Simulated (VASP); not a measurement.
WSe2 (kpat), 6 atoms in the cell. Symmetry: P6_3/mmc, No. 194, hexagonal system. Conventional cell: a = 3.250 Å, b = 3.250 Å, c = 12.821 Å, α = 90.00°, β = 90.00°, γ = 120.00°. Within 3.3 Å of W (site symmetry -6m2) lie 6 Se at 2.51 Å and 6 W at 3.25 Å. Within 3.3 Å of Se (site symmetry 3m) lie 3 W at 2.51 Å and 6 Se at 3.25 Å.  This cell differs from its parent crystal: strained cell.

```yaml
Program: VASP 6.6.1
Task: relaxation of the atoms
Functional: PBE
Potentials_or_basis: VASP PAW PBE potentials, release 64 (W_sv, Se)
Cutoff: 520 eV
k_mesh: 9 × 9 × 2
Occupations: gaussian, width 0.02 eV
Spin: no spin polarisation
Dipole_correction: no
Further_INCAR_settings: ALGO = Normal; EDIFF = 1e-06; IBRION = 2; EDIFFG = -0.002; NSW = 60
```

Potentials or basis: VASP PAW PBE potentials, release 64 (W_sv, Se).

Launch:

```console
$ cat potpaw_PBE.64/W_sv/POTCAR potpaw_PBE.64/Se/POTCAR > POTCAR
$ mpirun -np 1 vasp_std > vasp.out
```

Hardware: 1 thread of Intel(R) Xeon(R) Platinum 8375C CPU @ 2.90GHz (Ice Lake) (shared host).

Task: How long does it take, and how much memory?

Result: It took 100 s on 1 thread of Intel(R) Xeon(R) Platinum 8375C CPU @ 2.90GHz (Ice Lake) (shared host), peak memory 0.27 GiB. Counts: scf iterations 26, k points 24, ion steps 3.
